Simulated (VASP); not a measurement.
Input of a VASP 6.6.1 run:

Contents of INCAR:

```
PREC = Accurate
ENCUT = 520
EDIFF = 1E-6
ISMEAR = -1
SIGMA = 0.1
LREAL = F
LASPH = T
NELM = 80
ALGO = Normal
ISIF = 2
LWAVE = F
LCHARG = T
GGA = PE
LELF = T
LVHAR = T
NBANDS = 16
```

KPOINTS

```
Automatic mesh
0
Gamma
  10 10 10
```

POSCAR

```
CoSi2
1.0
    0.0000000000      2.6800891699      2.6800891699
    2.6800891699      0.0000000000      2.6800891699
    2.6800891699      2.6800891699      0.0000000000
Co Si
1 2
Direct
    0.0000000000      0.0000000000      0.0000000000
    0.2500000000      0.2500000000      0.2500000000
    0.7500000000      0.7500000000      0.7500000000
```

Potentials or basis: VASP PAW PBE potentials, release 64 (Co, Si).

Run with:

```bash
$ cat potpaw_PBE.64/Co/POTCAR potpaw_PBE.64/Si/POTCAR > POTCAR
$ mpirun -np 1 vasp_std > vasp.out
```

Task: Estimate the pressure.

Result: -0.2 GPa.

Task: Predict the band gap on the k mesh.

Result: Zero (an odd number of electrons rules out a gap without spin polarisation).

Caveat: an odd number of electrons without spin polarisation forces a metal; a magnetic or distorted state may lie lower. Spin polarisation is off, so any magnetic state and its effect on volume and gap are missing.
